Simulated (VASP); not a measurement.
# KPt (P-6m2) in VASP: notebook

KPt is run at these levels: LDA; tasks: single point.

All numbers are computed with VASP 6.6.1; they aren't measurements. Logs are shortened: lines on timing, memory, paths and dates and some standing lists are left out, and cuts for length are marked.

### Step 1. The cell of the first run

The structure is hexagonal, space group P-6m2 (No. 187). Conventional cell: a = 3.001 Å, b = 3.001 Å, c = 5.346 Å, α = 90.00°, β = 90.00°, γ = 120.00°. K (site symmetry -6m2) has 6 K at 3.00 Å and 6 Pt at 3.19 Å within 4.0 Å. Pt (site symmetry -6m2) has 6 Pt at 3.00 Å and 6 K at 3.19 Å within 4.0 Å.

### Step 2. Single point, LDA, collinear spin, zero start

Contents of INCAR:

```
SYSTEM = KPt
ALGO = Normal
EDIFF = 1E-6
ENCUT = 500
GGA = CA
GGA_COMPAT = .False.
ISIF = 2
ISMEAR = -1
ISPIN = 2
LASPH = .True.
LCHARG = .False.
LMAXMIX = 4
LORBIT = 11
LREAL = .False.
LWAVE = .False.
MAGMOM = 0 0
NBANDS = 20
NELM = 200
NUPDOWN = 0.0
PREC = Accurate
SIGMA = 0.08
```

Contents of KPOINTS:

```
k-points
0
Gamma
  11 11 6
  0 0 0
```

Contents of POSCAR:

```
KPt
1.0
    3.0008472788      0.0000000000      0.0000000000
   -1.5004236394      2.5988099763      0.0000000000
    0.0000000000      0.0000000000      5.3455780000
K Pt
1 1
Direct
    0.0000000000      0.0000000000      0.5000000000
    0.6666666667      0.3333333333      0.0000000000
```

Potentials or basis: VASP PAW LDA potentials, release 64 (K_sv, Pt).

The run is started by

```sh
> cat potpaw_LDA.64/K_sv/POTCAR potpaw_LDA.64/Pt/POTCAR > POTCAR
> mpirun -np 1 vasp_std > vasp.out
```

OUTCAR:

```text
SYSTEM = KPt
   EDIFF = 1E-6
   ENCUT = 500
   GGA = CA
   ISIF = 2
   ISMEAR = -1
   ISPIN = 2
   LASPH = .True.
   LORBIT = 11
   LREAL = .False.
   NELM = 200
   NUPDOWN = 0.0
   PREC = Accurate

 ion  position               nearest neighbor table
   1  0.000  0.000  0.500-   2 3.19   2 3.19   2 3.19   2 3.19   2 3.19   2 3.19
   2  0.667  0.333  0.000-   1 3.19   1 3.19   1 3.19   1 3.19   1 3.19   1 3.19

  LATTYP: Found a hexagonal cell.
 ALAT       =     3.0008472788
 C/A-ratio  =     1.7813562315

  Lattice vectors:

 A1 = (   3.0008472788,   0.0000000000,   0.0000000000)
 A2 = (  -1.5004236394,   2.5988099763,   0.0000000000)
 A3 = (   0.0000000000,   0.0000000000,   5.3455780000)

Analysis of symmetry for initial positions (statically):
=====================================================================
 Subroutine PRICEL returns:
 Original cell was already a primitive cell.

 Routine SETGRP: Setting up the symmetry group for a
 hexagonal supercell.

 Subroutine GETGRP returns: Found 12 space group operations
 (whereof 12 operations were pure point group operations)
 out of a pool of 24 trial point group operations.

The static configuration has the point symmetry D_3h.

Analysis of symmetry for dynamics (positions and initial velocities):
=====================================================================
 Subroutine PRICEL returns:
 Original cell was already a primitive cell.

 Routine SETGRP: Setting up the symmetry group for a
 hexagonal supercell.

 Subroutine GETGRP returns: Found 12 space group operations
 (whereof 12 operations were pure point group operations)
 out of a pool of 24 trial point group operations.

The dynamic configuration has the point symmetry D_3h.

Analysis of structural, dynamic, and magnetic symmetry:
=====================================================================
 Subroutine PRICEL returns:
 Original cell was already a primitive cell.

 Routine SETGRP: Setting up the symmetry group for a
 hexagonal supercell.

 Subroutine GETGRP returns: Found 12 space group operations
 (whereof 12 operations were pure point group operations)
 out of a pool of 24 trial point group operations.

The overall configuration has the point symmetry D_3h.

 Subroutine INISYM returns: Found 12 space group operations
 (whereof 12 operations are pure point group operations),
 and found     1 'primitive' translations

----------------------------------------------------------------------------------------

                                     Primitive cell

  volume of cell :      41.6882

[... 113 lines left out ...]
   GGA     = CA    functional components
   LHFCALC =     F    Hartree Fock is set to
   AEXX    =    0.0000 exact exchange contribution
   IVDW    =     0    specifies the selected vdW correction
   LEPSILON=     F    determine dielectric tensor
   LRPA    =     F    only Hartree local field effects (RPA)
 spin polarized calculation
  energy-cutoff  :      500.00
  volume of cell :       41.69
 maximum number of plane-waves:      1087
 NGX is ok and might be reduce to    24
   NGX = 11   NGY = 11   NGZ = 19

 number of electron      19.0000002 magnetization      -0.0000000

 number of electron      19.0000002 magnetization       0.0000000

 Free energy of the ion-electron system (eV)
  ---------------------------------------------------
  ext. energy  EPLUGINS =         0.00000000
  ---------------------------------------------------
  free energy    TOTEN  =        -8.20671752 eV

  energy without entropy =       -8.19569281  energy(sigma->0) =       -8.20120516

 E-fermi :   5.1646     XC(G=0): -10.9935

 val. band max:        5.0742421854   @ k =   0.0909  -0.0000   0.3333
 cond. band min:       5.2101794808   @ k =   0.4545   0.0000   0.5000
 fundamental gap:      0.1359372954
 Fermi energy:         5.1645947357

 spin component 1

 k-point     1 :       0.0000    0.0000    0.0000
  band No.  band energies     occupation
      1     -26.6792      1.00000
      2     -10.1906      1.00000
      3      -9.2216      1.00000
      4      -9.2216      1.00000
      5      -1.2343      1.00000
      6       1.8669      1.00000
[... 541 lines left out ...]
     19      19.7171      0.00000
     20      20.8274      0.00000

 [... further k-points ...]

 spin component 2

 k-point     1 :       0.0000    0.0000    0.0000
  band No.  band energies     occupation
      1     -26.6792      1.00000
      2     -10.1907      1.00000
      3      -9.2216      1.00000
      4      -9.2216      1.00000
      5      -1.2343      1.00000
      6       1.8669      1.00000
[... 541 lines left out ...]
     19      19.7171      0.00000
     20      20.8274      0.00000

 [... further k-points ...]

------------------------ aborting loop because EDIFF is reached ----------------------------------------

  FORCE on cell =-STRESS in cart. coord.  units (eV):
  Direction    XX          YY          ZZ          XY          YZ          ZX
  --------------------------------------------------------------------------------------
  -------------------------------------------------------------------------------------
  Total       -1.8732615     -1.8732615     -1.4354966      0.0000000      0.0000000      0.0000000
  in kB      -71.9939337    -71.9939337    -55.1695794      0.0000000      0.0000000      0.0000000
  external PRESSURE =     -66.3858156 kB  Pullay stress =       0.0000000 kB

 VOLUME and BASIS-vectors are now :
 -----------------------------------------------------------------------------
  energy-cutoff  :      500.00
  volume of cell :       41.69
      direct lattice vectors                 reciprocal lattice vectors
     3.000847279  0.000000000  0.000000000     0.333239218  0.192395752  0.000000000
    -1.500423639  2.598809976  0.000000000     0.000000000  0.384791504  0.000000000
     0.000000000  0.000000000  5.345578000     0.000000000  0.000000000  0.187070509

 POSITION                                       TOTAL-FORCE (eV/Angst)
 -----------------------------------------------------------------------------------
      0.00000      0.00000      2.67279        -0.000000     -0.000000      0.000000
      1.50042      0.86627      0.00000         0.000000      0.000000      0.000000
 -----------------------------------------------------------------------------------
    total drift:                               -0.000000      0.000000      0.000000

  FREE ENERGIE OF THE ION-ELECTRON SYSTEM (eV)
  ---------------------------------------------------
  free  energy   TOTEN  =        -8.2067175169 eV

  energy  without entropy=       -8.1956928062  energy(sigma->0) =       -8.20120516

 total charge

# of ion       s       p       d       tot
------------------------------------------
    1        1.984   5.559   0.087   7.630
    2        0.657   0.280   8.088   9.024
--------------------------------------------------
tot          2.641   5.839   8.175  16.655

 magnetization (x)

# of ion       s       p       d       tot
------------------------------------------
    1        0.000  -0.000  -0.000  -0.000
    2       -0.000  -0.000   0.000   0.000
--------------------------------------------------
tot         -0.000  -0.000   0.000  -0.000
```

stdout:

```text
POSCAR found type information on POSCAR K Pt
 POSCAR found :  2 types and       2 ions
 scaLAPACK will be used
 LDA part: xc-table for (Slater(with rela. corr.)+CA(PZ))
 , standard interpolation
 POSCAR, INCAR and KPOINTS ok, starting setup
 FFT: planning ... GRIDC
 FFT: planning ... GRID_SOFT
 FFT: planning ... GRID
 WAVECAR not read
 entering main loop
```

Run time: 2.1 min. Hardware: 1 thread of Intel Xeon 8259CL, shared host; peak memory 0.21 GiB.

Results:

| Property | Result |
| --- | --- |
| Free energy | -8.2067 eV |
| Pressure | -6.6 GPa |
| Net moment | 0.00 μB per cell |
| Valence electrons inside the program's atomic spheres | K 7.63; Pt 9.02 |

Stress tensor (GPa, compression positive):
```
-7.20  0.00  0.00
 0.00 -7.20  0.00
 0.00  0.00 -5.52
```

Caveat: spin-orbit coupling is left out, which moves the levels of the heavy elements; the total moment is fixed, so each spin has its own Fermi level.

### Step 3. Single point, LDA, collinear spin, zero start

INCAR: that of step 2 with these lines changed.

```diff
@@ -4,3 +4,2 @@
 ENCUT = 500
-GGA = CA
 GGA_COMPAT = .False.
@@ -10,3 +9,4 @@
 LASPH = .True.
-LCHARG = .False.
+LCHARG = .True.
+LELF = .True.
 LMAXMIX = 4
@@ -14,2 +14,3 @@
 LREAL = .False.
+LVHAR = .True.
 LWAVE = .False.
```

KPOINTS is that of step 2.

POSCAR is that of step 2.

Potentials or basis: VASP PAW LDA potentials, release 64 (K_sv, Pt).

The run is started by

```sh
> cat potpaw_LDA.64/K_sv/POTCAR potpaw_LDA.64/Pt/POTCAR > POTCAR
> mpirun -np 1 vasp_std > vasp.out
```

OUTCAR:

```text
SYSTEM = KPt
   EDIFF = 1E-6
   ENCUT = 500
   ISIF = 2
   ISMEAR = -1
   ISPIN = 2
   LASPH = .True.
   LORBIT = 11
   LREAL = .False.
   NELM = 200
   NUPDOWN = 0.0
   PREC = Accurate

 ion  position               nearest neighbor table
   1  0.000  0.000  0.500-   2 3.19   2 3.19   2 3.19   2 3.19   2 3.19   2 3.19
   2  0.667  0.333  0.000-   1 3.19   1 3.19   1 3.19   1 3.19   1 3.19   1 3.19

  LATTYP: Found a hexagonal cell.
 ALAT       =     3.0008472788
 C/A-ratio  =     1.7813562315

  Lattice vectors:

 A1 = (   3.0008472788,   0.0000000000,   0.0000000000)
 A2 = (  -1.5004236394,   2.5988099763,   0.0000000000)
 A3 = (   0.0000000000,   0.0000000000,   5.3455780000)

Analysis of symmetry for initial positions (statically):
=====================================================================
 Subroutine PRICEL returns:
 Original cell was already a primitive cell.

 Routine SETGRP: Setting up the symmetry group for a
 hexagonal supercell.

 Subroutine GETGRP returns: Found 12 space group operations
 (whereof 12 operations were pure point group operations)
 out of a pool of 24 trial point group operations.

The static configuration has the point symmetry D_3h.

Analysis of symmetry for dynamics (positions and initial velocities):
=====================================================================
 Subroutine PRICEL returns:
 Original cell was already a primitive cell.

 Routine SETGRP: Setting up the symmetry group for a
 hexagonal supercell.

 Subroutine GETGRP returns: Found 12 space group operations
 (whereof 12 operations were pure point group operations)
 out of a pool of 24 trial point group operations.

The dynamic configuration has the point symmetry D_3h.

Analysis of structural, dynamic, and magnetic symmetry:
=====================================================================
 Subroutine PRICEL returns:
 Original cell was already a primitive cell.

 Routine SETGRP: Setting up the symmetry group for a
 hexagonal supercell.

 Subroutine GETGRP returns: Found 12 space group operations
 (whereof 12 operations were pure point group operations)
 out of a pool of 24 trial point group operations.

The overall configuration has the point symmetry D_3h.

 Subroutine INISYM returns: Found 12 space group operations
 (whereof 12 operations are pure point group operations),
 and found     1 'primitive' translations

----------------------------------------------------------------------------------------

                                     Primitive cell

  volume of cell :      41.6882

  direct lattice vectors                    reciprocal lattice vectors
     3.000847279  0.000000000  0.000000000     0.333239218  0.192395752  0.000000000
    -1.500423639  2.598809976  0.000000000     0.000000000  0.384791504  0.000000000
     0.000000000  0.000000000  5.345578000     0.000000000  0.000000000  0.187070509

  length of vectors
     3.000847279  3.000847279  5.345578000     0.384791504  0.384791504  0.187070509

  position of ions in fractional coordinates (direct lattice)
     0.000000000  0.000000000  0.500000000
     0.666666667  0.333333333  0.000000000

  ion indices of the primitive-cell ions
   primitive index   ion index
                 1           1
[... 60 lines left out ...]
   ions per type =               1   1
   NGX,Y,Z   is equivalent  to a cutoff of  13.30, 13.30, 12.44 a.u.
   NGXF,Y,Z  is equivalent  to a cutoff of  26.59, 26.59, 24.88 a.u.
 SYSTEM =  KPt
   PREC   = accura    normal or accurate (medium, high low for compatibility)
   ISTART =      0    job   : 0-new  1-cont  2-samecut
   ICHARG =      2    charge: 1-file 2-atom 10-const
   ISPIN  =      2    spin polarized calculation?
   LNONCOLLINEAR =      F non collinear calculations
   LSORBIT =      F    spin-orbit coupling
   LASPH  =      T    aspherical Exc in radial PAW
   ENCUT  =  500.0 eV  36.75 Ry    6.06 a.u.   5.47  5.47  9.75*2*pi/ulx,y,z
   NELM   =    200;   NELMIN=  2; NELMDL= -5     # of ELM steps
   EDIFF  = 0.1E-05   stopping-criterion for ELM
   LREAL  =      F    real-space projection
   EDIFFG = 0.1E-04   stopping-criterion for IOM
   NSW    =      0    number of steps for IOM
   IBRION =     -1    ionic relax: 0-MD 1-quasi-New 2-CG
   NFREE  =      0    steps in history (QN), initial steepest desc. (CG)
   ISIF   =      2    stress and relaxation
   ISYM   =      2    0-nonsym 1-usesym 2-fastsym
   POTIM  = 0.5000    time-step for ionic-motion
   TEBEG  =    0.0;   TEEND  =   0.0 temperature during run
   PSTRESS=    0.0 pullay stress
   NELECT =      19.0000    total number of electrons
   NUPDOWN=       0.0000    fix difference up-down
   EMIN   =  10.00;   EMAX   =-10.00  energy-range for DOS
   EFERMI =   0.00;   METHOD = LEGACY
   ISMEAR =    -1;   SIGMA  =   0.08  broadening in eV -4-tet -1-fermi 0-gaus
   EFERMI_NEDOS =   21; number of points for ismear=-14 and -15
   IALGO  =     38    algorithm
   IMIX   =      4    mixing-type and parameters
     AMIX     =   0.40;   BMIX     =  1.00
     AMIX_MAG =   1.60;   BMIX_MAG =  1.00
  volume/ion in A,a.u.               =      20.84       140.66
  Fermi-wavevector in a.u.,A,eV,Ry     =   1.259858  2.380787 21.595748  1.587243
  Thomas-Fermi vector in A             =   2.393397
   LORBIT       =     11    0 simple, 1 ext, 2 COOP (PROOUT), +10 PAW based schemes
   GGA     = CA    functional components
   LHFCALC =     F    Hartree Fock is set to
   AEXX    =    0.0000 exact exchange contribution
   IVDW    =     0    specifies the selected vdW correction
   LEPSILON=     F    determine dielectric tensor
   LRPA    =     F    only Hartree local field effects (RPA)
 spin polarized calculation
  energy-cutoff  :      500.00
  volume of cell :       41.69
 maximum number of plane-waves:      1087
 NGX is ok and might be reduce to    24
   NGX = 11   NGY = 11   NGZ = 19

 number of electron      19.0000002 magnetization      -0.0000000

 number of electron      19.0000002 magnetization       0.0000000

 Free energy of the ion-electron system (eV)
  ---------------------------------------------------
  ext. energy  EPLUGINS =         0.00000000
  ---------------------------------------------------
  free energy    TOTEN  =        -8.20671752 eV

  energy without entropy =       -8.19569281  energy(sigma->0) =       -8.20120516

 E-fermi :   5.1646     XC(G=0): -10.9935

 val. band max:        5.0742421854   @ k =   0.0909  -0.0000   0.3333
 cond. band min:       5.2101794808   @ k =   0.4545   0.0000   0.5000
 fundamental gap:      0.1359372954
 Fermi energy:         5.1645947357

 spin component 1

 k-point     1 :       0.0000    0.0000    0.0000
  band No.  band energies     occupation
      1     -26.6792      1.00000
      2     -10.1906      1.00000
      3      -9.2216      1.00000
      4      -9.2216      1.00000
      5      -1.2343      1.00000
      6       1.8669      1.00000
[... 541 lines left out ...]
     19      19.7171      0.00000
     20      20.8274      0.00000

 [... further k-points ...]

 spin component 2

 k-point     1 :       0.0000    0.0000    0.0000
  band No.  band energies     occupation
      1     -26.6792      1.00000
      2     -10.1907      1.00000
      3      -9.2216      1.00000
      4      -9.2216      1.00000
      5      -1.2343      1.00000
      6       1.8669      1.00000
[... 541 lines left out ...]
     19      19.7171      0.00000
     20      20.8274      0.00000

 [... further k-points ...]
[... 5 lines left out ...]
  --------------------------------------------------------------------------------------
  -------------------------------------------------------------------------------------
  Total       -1.8732615     -1.8732615     -1.4354966      0.0000000      0.0000000      0.0000000
  in kB      -71.9939337    -71.9939337    -55.1695794      0.0000000      0.0000000      0.0000000
  external PRESSURE =     -66.3858156 kB  Pullay stress =       0.0000000 kB

 VOLUME and BASIS-vectors are now :
 -----------------------------------------------------------------------------
  energy-cutoff  :      500.00
  volume of cell :       41.69
      direct lattice vectors                 reciprocal lattice vectors
     3.000847279  0.000000000  0.000000000     0.333239218  0.192395752  0.000000000
    -1.500423639  2.598809976  0.000000000     0.000000000  0.384791504  0.000000000
     0.000000000  0.000000000  5.345578000     0.000000000  0.000000000  0.187070509

 POSITION                                       TOTAL-FORCE (eV/Angst)
 -----------------------------------------------------------------------------------
      0.00000      0.00000      2.67279        -0.000000     -0.000000      0.000000
      1.50042      0.86627      0.00000         0.000000      0.000000      0.000000
 -----------------------------------------------------------------------------------
    total drift:                               -0.000000      0.000000      0.000000

  FREE ENERGIE OF THE ION-ELECTRON SYSTEM (eV)
  ---------------------------------------------------
  free  energy   TOTEN  =        -8.2067175169 eV

  energy  without entropy=       -8.1956928062  energy(sigma->0) =       -8.20120516

 total charge

# of ion       s       p       d       tot
------------------------------------------
    1        1.984   5.559   0.087   7.630
    2        0.657   0.280   8.088   9.024
--------------------------------------------------
tot          2.641   5.839   8.175  16.655

 magnetization (x)

# of ion       s       p       d       tot
------------------------------------------
    1        0.000  -0.000  -0.000  -0.000
    2       -0.000  -0.000   0.000   0.000
--------------------------------------------------
tot         -0.000  -0.000   0.000  -0.000
```

Run time: 2.1 min. Hardware: 1 thread of Intel Xeon 8259CL, shared host; peak memory 0.21 GiB.

What came out:

```yaml
Free_energy: -8.2067 eV
Pressure: -6.6 GPa
Net_moment: 0.00 μB per cell
Valence_electrons_inside_the_program's_atomic_spheres: K 7.63; Pt 9.02
```

Stress tensor (GPa, compression positive):
```
-7.20  0.00  0.00
 0.00 -7.20  0.00
 0.00  0.00 -5.52
```

Caveat: spin-orbit coupling is left out, which moves the levels of the heavy elements; the total moment is fixed, so each spin has its own Fermi level.

### Step 4. Single point, LDA, collinear spin, ferromagnetic start

Contents of INCAR:

```
SYSTEM = KPt
  PREC = Accurate
  ENCUT = 500
  EDIFF = 1E-6
  ISMEAR = -1
  SIGMA = 0.08
  LREAL = .FALSE.
  LASPH = .TRUE.
  NELM = 200
  ALGO = Normal
  ISIF = 2
  LWAVE = .FALSE.
  LCHARG = .TRUE.
  ISPIN = 2
  MAGMOM = 0 0.05
  LORBIT = 11
  NUPDOWN = 0.05
  LMAXMIX = 4
  LELF = .TRUE.
  LVHAR = .TRUE.
  NBANDS = 20
  GGA_COMPAT = .FALSE.
```

Contents of KPOINTS:

```
Automatic mesh
0
G
  11 11 6
  0 0 0
```

POSCAR is that of step 3.

The run is started by

```sh
> cat potpaw_LDA.64/K_sv/POTCAR potpaw_LDA.64/Pt/POTCAR > POTCAR
> mpirun -np 1 vasp_std > vasp.out
```

Run time: 2 min. Hardware: 1 thread of Intel Xeon 8259CL, shared host; peak memory 0.21 GiB.

The run converged. Its results:

- Free energy: -8.2046 eV
- Pressure: -6.7 GPa
- Net moment: 0.05 μB per cell
- Site moments: K +0.00; Pt +0.04 μB
- Valence electrons inside the program's atomic spheres: K 7.63; Pt 9.02

Stress tensor (GPa, compression positive):
```
-7.20  0.00  0.00
 0.00 -7.20  0.00
 0.00  0.00 -5.56
```

Caveat: spin-orbit coupling is left out, which moves the levels of the heavy elements; the total moment is fixed, so each spin has its own Fermi level.
